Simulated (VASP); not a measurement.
# NaF (Fm-3m) in VASP: G0W0 quasiparticle levels with PBE

Aim: the G0W0 quasiparticle levels of NaF with PBE.

Program: VASP 6.6.1. These are calculated values, not measurements. Logs are shortened: lines on timing, memory, paths and dates and some standing lists are left out, and cuts for length are marked.

### 1 The cell of the first run

The structure is cubic, space group Fm-3m (No. 225). The conventional cell has a = 4.594 Å, b = 4.594 Å, c = 4.594 Å, α = 90.00°, β = 90.00°, γ = 90.00°. Within 3.0 Å of Na (site symmetry m-3m) lie 6 F at 2.30 Å. Within 3.0 Å of F (site symmetry m-3m) lie 6 Na at 2.30 Å.

### 2 G0W0 quasiparticle levels, PBE

File POSCAR:

```
NaF
1.0
    0.0000000000      2.2972417820      2.2972417820
    2.2972417820      0.0000000000      2.2972417820
    2.2972417820      2.2972417820      0.0000000000
Na F
1 1
Direct
    0.0000000000      0.0000000000      0.0000000000
    0.5000000000      0.5000000000      0.5000000000
```

File INCAR.step1:

```
PREC = Accurate
ENCUT = 500
EDIFF = 1E-8
ISMEAR = 0
SIGMA = 0.01
LREAL = False
LASPH = True
NELM = 60
ALGO = Normal
LWAVE = True
LCHARG = False
GGA = PE
```

File INCAR.step2:

```
PREC = Accurate
ENCUT = 500
EDIFF = 1E-8
ISMEAR = 0
SIGMA = 0.01
LREAL = False
LASPH = True
NELM = 1
ALGO = Exact
LWAVE = True
LCHARG = False
GGA = PE
NBANDS = 80
LOPTICS = True
ISTART = 1
```

File INCAR.step3:

```
PREC = Accurate
ENCUT = 500
EDIFF = 1E-8
ISMEAR = 0
SIGMA = 0.01
LREAL = False
LASPH = True
ALGO = EVGW0
LWAVE = False
LCHARG = False
GGA = PE
NELMGW = 1
NBANDS = 80
ENCUTGW = 120.0
NOMEGA = 96
PRECFOCK = Fast
ISTART = 1
NBANDSGW = 16
OMEGAMAX = 20
```

File KPOINTS:

```
Automatic mesh
0
Gamma
  6 6 6
```

Potentials or basis: VASP PAW PBE potentials, release 64 (Na_sv_GW, F_GW).

The run is started by

```sh
> cat potpaw_PBE.64/Na_sv_GW/POTCAR potpaw_PBE.64/F_GW/POTCAR > POTCAR
> cp INCAR.step1 INCAR
> mpirun -np 1 vasp_std > vasp.out
> cp INCAR.step2 INCAR
> mpirun -np 1 vasp_std > vasp.out
> cp INCAR.step3 INCAR
> mpirun -np 1 vasp_std > vasp.out
```

OUTCAR:

```text
PREC = Accurate
   ENCUT = 500
   EDIFF = 1E-8
   ISMEAR = 0
   LREAL = False
   LASPH = True
   GGA = PE
   NELMGW = 1
   ENCUTGW = 120.0
   PRECFOCK = Fast
   ISTART = 1

 ion  position               nearest neighbor table
   1  0.000  0.000  0.000-   2 2.30   2 2.30   2 2.30   2 2.30   2 2.30   2 2.30
   2  0.500  0.500  0.500-   1 2.30   1 2.30   1 2.30   1 2.30   1 2.30   1 2.30

  LATTYP: Found a face centered cubic cell.
 ALAT       =     4.5944835640

  Lattice vectors:

 A1 = (   0.0000000000,   2.2972417820,   2.2972417820)
 A2 = (   2.2972417820,   0.0000000000,   2.2972417820)
 A3 = (   2.2972417820,   2.2972417820,   0.0000000000)

Analysis of symmetry for initial positions (statically):
=====================================================================
 Subroutine PRICEL returns:
 Original cell was already a primitive cell.

 Routine SETGRP: Setting up the symmetry group for a
 face centered cubic supercell.

 Subroutine GETGRP returns: Found 48 space group operations
 (whereof 48 operations were pure point group operations)
 out of a pool of 48 trial point group operations.

The static configuration has the point symmetry O_h .

Analysis of symmetry for dynamics (positions and initial velocities):
=====================================================================
 Subroutine PRICEL returns:
 Original cell was already a primitive cell.

 Routine SETGRP: Setting up the symmetry group for a
 face centered cubic supercell.

 Subroutine GETGRP returns: Found 48 space group operations
 (whereof 48 operations were pure point group operations)
 out of a pool of 48 trial point group operations.

The dynamic configuration has the point symmetry O_h .

 Subroutine INISYM returns: Found 48 space group operations
 (whereof 48 operations are pure point group operations),
 and found     1 'primitive' translations

----------------------------------------------------------------------------------------

                                     Primitive cell

  volume of cell :      24.2466

  direct lattice vectors                    reciprocal lattice vectors
     0.000000000  2.297241782  2.297241782    -0.217652318  0.217652318  0.217652318
     2.297241782  0.000000000  2.297241782     0.217652318 -0.217652318  0.217652318
     2.297241782  2.297241782  0.000000000     0.217652318  0.217652318 -0.217652318

  length of vectors
     3.248790484  3.248790484  3.248790484     0.376984874  0.376984874  0.376984874

  position of ions in fractional coordinates (direct lattice)
     0.000000000  0.000000000  0.000000000
     0.500000000  0.500000000  0.500000000

  ion indices of the primitive-cell ions
   primitive index   ion index
                 1           1
                 2           2

----------------------------------------------------------------------------------------

 KPOINTS: Automatic mesh

Automatic generation of k-mesh.
 Grid dimensions read from file:
 generate k-points for:    6    6    6

 Generating k-lattice:

  Cartesian coordinates                     Fractional coordinates (reciprocal lattice)
    -0.036275386  0.036275386  0.036275386     0.166666667  0.000000000  0.000000000
     0.036275386 -0.036275386  0.036275386     0.000000000  0.166666667  0.000000000
     0.036275386  0.036275386 -0.036275386     0.000000000  0.000000000  0.166666667

  Length of vectors
     0.062830812  0.062830812  0.062830812

  Shift w.r.t. Gamma in fractional coordinates (k-lattice)
     0.000000000  0.000000000  0.000000000

 Subroutine IBZKPT returns following result:
 ===========================================

 Found     16 irreducible k-points:

 Following reciprocal coordinates:
            Coordinates               Weight
  0.000000  0.000000  0.000000      1.000000
  0.166667  0.000000  0.000000      8.000000
  0.333333  0.000000  0.000000      8.000000
  0.500000  0.000000  0.000000      4.000000
  0.166667  0.166667  0.000000      6.000000
  0.333333  0.166667  0.000000     24.000000
[... 8 lines left out ...]
 -0.333333  0.333333  0.166667     24.000000
 -0.333333  0.500000  0.166667     12.000000
   k-points           NKPTS =     16   k-points in BZ     NKDIM =    216   number of bands    NBANDS=     80
   number of dos      NEDOS =    301   number of ions     NIONS =      2
   total plane-waves  NPLWV =  13824
   dimension x,y,z NGX =    24 NGY =   24 NGZ =   24
   dimension x,y,z NGXF=    48 NGYF=   48 NGZF=   48
   ions per type =               1   1
   NGX,Y,Z   is equivalent  to a cutoff of  12.28, 12.28, 12.28 a.u.
   NGXF,Y,Z  is equivalent  to a cutoff of  24.56, 24.56, 24.56 a.u.
 SYSTEM =  unknown system
   PREC   = accura    normal or accurate (medium, high low for compatibility)
   ISTART =      1    job   : 0-new  1-cont  2-samecut
   ICHARG =      0    charge: 1-file 2-atom 10-const
   ISPIN  =      1    spin polarized calculation?
   LNONCOLLINEAR =      F non collinear calculations
   LSORBIT =      F    spin-orbit coupling
   LASPH  =      T    aspherical Exc in radial PAW
   ENCUT  =  500.0 eV  36.75 Ry    6.06 a.u.   5.92  5.92  5.92*2*pi/ulx,y,z
   NELM   =     60;   NELMIN=  2; NELMDL=  0     # of ELM steps
   EDIFF  = 0.1E-07   stopping-criterion for ELM
   LREAL  =      F    real-space projection
   EDIFFG = 0.1E-06   stopping-criterion for IOM
   NSW    =      0    number of steps for IOM
   IBRION =     -1    ionic relax: 0-MD 1-quasi-New 2-CG
   NFREE  =      0    steps in history (QN), initial steepest desc. (CG)
   ISIF   =      0    stress and relaxation
   ISYM   =      3    0-nonsym 1-usesym 2-fastsym
   POTIM  = 0.5000    time-step for ionic-motion
   TEBEG  =    0.0;   TEEND  =   0.0 temperature during run
   PSTRESS=    0.0 pullay stress
   NELECT =      16.0000    total number of electrons
   NUPDOWN=      -1.0000    fix difference up-down
   EMIN   =  10.00;   EMAX   =-10.00  energy-range for DOS
   EFERMI =   0.00;   METHOD = LEGACY
   ISMEAR =     0;   SIGMA  =   0.01  broadening in eV -4-tet -1-fermi 0-gaus
   EFERMI_NEDOS =   21; number of points for ismear=-14 and -15
   IALGO  =     38    algorithm
   IMIX   =      4    mixing-type and parameters
     AMIX     =   0.40;   BMIX     =  1.00
     AMIX_MAG =   1.60;   BMIX_MAG =  1.00
  volume/ion in A,a.u.               =      12.12        81.81
  Fermi-wavevector in a.u.,A,eV,Ry     =   1.425273  2.693376 27.638925  2.031404
  Thomas-Fermi vector in A             =   2.545675
   LORBIT       =      0    0 simple, 1 ext, 2 COOP (PROOUT), +10 PAW based schemes
   GGA     = PE    functional components
   LHFCALC =     T    Hartree Fock is set to
   PRECFOCK=fast      Normal, Fast or Accurate (Low or Medium for compatibility)
   ENCUT4O =  -1.0   cutoff for four orbital integrals eV
   NKREDX  =     1    reduce k-point grid by
   NKREDY  =     1    reduce k-point grid by
   NKREDZ  =     1    reduce k-point grid by
   AEXX    =    1.0000 exact exchange contribution
   HFSCREEN=    0.0000 screening length (either q_TF or 0.3 A-1)
   HFSCREENC=   0.0000 screening length for correlation (either q_TF or 0.3 A-1)
   ENCUTFOCK=  -1.0 apply spherical cutoff to Coloumb kernel
   IVDW    =     0    specifies the selected vdW correction
   LEPSILON=     F    determine dielectric tensor
   LRPA    =     F    only Hartree local field effects (RPA)
   LRPAFORCE           =     F    calculate RPA forces
   ENCUTGW             = 120.0    cutoff for response function in eV
   ENCUTGWSOFT         =  96.0    soft cutoff for Coulomb kernel in GW response function in eV
   ENCUTLF             =  -1.0    cutoff for local field effects
   NELMGW              =     1    number of iterations in solving QP/BSE equation
   NELMHF              =     1    number of iterations in the inner HF iteration
   NKREDLFX            =     1    NKREDLFY  =   1   NKREDLFZ  =   1
 non-spin polarized calculation
 Gauss-broadening in eV      SIGMA  =   0.01
  energy-cutoff  :      500.00
  volume of cell :       24.25
 maximum number of plane-waves:       636
  NGX = 14; NGY = 14; NGZ = 14
   NGX = 11   NGY = 11   NGZ = 11
 maximum number of plane-waves:        76
 NGX is ok and might be reduce to    14

 QP shifts <psi_nk| G(iteration)W_0 |psi_nk>: iteration 1
 for sc-GW calculations column KS-energies equals QP-energies in previous step
 and V_xc(KS)=  KS-energies - (<T + V_ion + V_H > + <T+V_H+V_ion>^1  + <V_x>^1)

 k-point   1 :       0.0000    0.0000    0.0000
  band No.  KS-energies  QP-energies   sigma(KS)   V_xc(KS)     V^pw_x(r,r')   Z            occupation Imag(sigma)

      1     -48.6920     -59.0689     -42.0641     -29.2468     -49.1133       0.8096       2.0000       0.1909
      2     -20.9056     -25.0389     -28.4575     -22.6983     -36.8146       0.7177       2.0000       0.7248
      3     -20.5764     -27.2767     -36.2617     -28.3998     -41.4656       0.8522       2.0000       0.0472
      4     -20.5764     -27.2767     -36.2617     -28.3998     -41.4656       0.8522       2.0000       0.0472
      5     -20.5764     -27.2767     -36.2617     -28.3998     -41.4656       0.8522       2.0000       0.0472
      6      -1.7073      -4.3779     -25.6828     -22.3726     -30.2116       0.8068       2.0000       0.0487
[... 8 lines left out ...]
     15      22.5717      24.6064      -6.2590      -8.5813      -2.8116       0.8761       0.0000      -0.0896
     16      25.6019      28.2724      -8.5459     -11.6278      -4.5859       0.8665       0.0000      -0.2833

 k-point   2 :       0.1667    0.0000    0.0000
  band No.  KS-energies  QP-energies   sigma(KS)   V_xc(KS)     V^pw_x(r,r')   Z            occupation Imag(sigma)

      1     -48.6883     -59.0704     -42.0721     -29.2538     -49.1210       0.8099       2.0000       0.1903
      2     -21.1748     -26.1020     -30.8642     -24.3415     -38.1221       0.7554       2.0000       0.4992
      3     -20.5798     -27.2779     -36.2530     -28.3930     -41.4564       0.8522       2.0000       0.0464
      4     -20.5798     -27.2779     -36.2530     -28.3930     -41.4564       0.8522       2.0000       0.0464
      5     -20.2726     -25.9527     -33.8886     -26.8038     -40.1932       0.8017       2.0000       0.2689
      6      -2.2037      -4.9722     -24.5608     -21.1188     -28.9067       0.8043       2.0000       0.0492
[... 8 lines left out ...]
     15      22.9291      24.4008      -5.9859      -7.6534      -2.2042       0.8826       0.0000      -0.4355
     16      26.1060      28.2422      -6.5991      -8.9884      -2.7850       0.8941       0.0000      -0.4180

 k-point   3 :       0.3333    0.0000    0.0000
  band No.  KS-energies  QP-energies   sigma(KS)   V_xc(KS)     V^pw_x(r,r')   Z            occupation Imag(sigma)

      1     -48.6809     -59.0743     -42.0880     -29.2678     -49.1363       0.8107       2.0000       0.1891
      2     -21.4375     -26.6205     -31.3897     -24.6406     -38.3370       0.7680       2.0000       0.4418
      3     -20.5861     -27.2856     -36.2372     -28.3796     -41.4399       0.8526       2.0000       0.0448
      4     -20.5861     -27.2856     -36.2372     -28.3796     -41.4399       0.8526       2.0000       0.0448
      5     -19.9408     -25.3318     -33.4347     -26.6040     -40.0502       0.7892       2.0000       0.3179
      6      -3.0037      -5.9475     -23.3072     -19.6364     -27.5259       0.8019       2.0000       0.0529
[... 234 lines left out ...]
      1     -48.6738     -59.0872     -42.1023     -29.2812     -49.1508       0.8122       2.0000       0.1881
      2     -21.2532     -26.5164     -31.8419     -25.0302     -38.6725       0.7727       2.0000       0.4000
      3     -20.6591     -27.3329     -36.0630     -28.2022     -41.2487       0.8490       2.0000       0.0527
      4     -20.6332     -27.3053     -36.1038     -28.2501     -41.3067       0.8496       2.0000       0.0516
      5     -20.0412     -25.3468     -33.1259     -26.3564     -39.8452       0.7837       2.0000       0.3348
      6      -2.8729      -5.8224     -23.7499     -20.0728     -28.0531       0.8021       2.0000       0.0532
[... 8 lines left out ...]
     15      26.6095      29.2038      -7.5748     -10.5097      -3.8252       0.8839       0.0000      -0.2818
     16      27.1877      29.9623      -7.9510     -11.0237      -4.1108       0.9030       0.0000      -0.3747

 k-point  16 :      -0.3333    0.5000    0.1667
  band No.  KS-energies  QP-energies   sigma(KS)   V_xc(KS)     V^pw_x(r,r')   Z            occupation Imag(sigma)

      1     -48.6727     -59.0917     -42.1041     -29.2832     -49.1527       0.8127       2.0000       0.1880
      2     -21.0510     -26.2750     -31.9629     -25.1925     -38.8336       0.7716       2.0000       0.3949
      3     -20.7059     -27.3762     -35.9504     -28.0857     -41.1250       0.8481       2.0000       0.0573
      4     -20.6581     -27.3328     -36.0699     -28.2069     -41.2564       0.8489       2.0000       0.0535
      5     -20.2026     -25.5263     -33.0677     -26.2618     -39.7623       0.7822       2.0000       0.3323
      6      -2.8192      -5.7717     -23.9441     -20.2633     -28.2740       0.8022       2.0000       0.0529
[... 8 lines left out ...]
     15      24.7494      26.5572      -6.1429      -8.2332      -2.4209       0.8649       0.0000      -0.2984
     16      27.0724      29.7502      -7.6094     -10.6230      -3.8687       0.8886       0.0000      -0.2657
```

Wall time 5.5 min (1 thread of AMD EPYC 7R13 (Zen 3), shared host); peak memory 0.38 GiB.

What came out:

```yaml
Quasiparticle_gap: 10.62 eV
Least_direct_quasiparticle_gap: 10.62 eV
Band_gap_of_the_starting_levels_on_the_mesh: 6.47 eV
Least_direct_gap_of_the_starting_levels_on_the_mesh: 6.47 eV
```

Caveat: the k points lie up to 0.39 Å⁻¹ apart; bands, screening cutoff and mesh are small and nothing is extrapolated, so the quasiparticle values aren't converged.
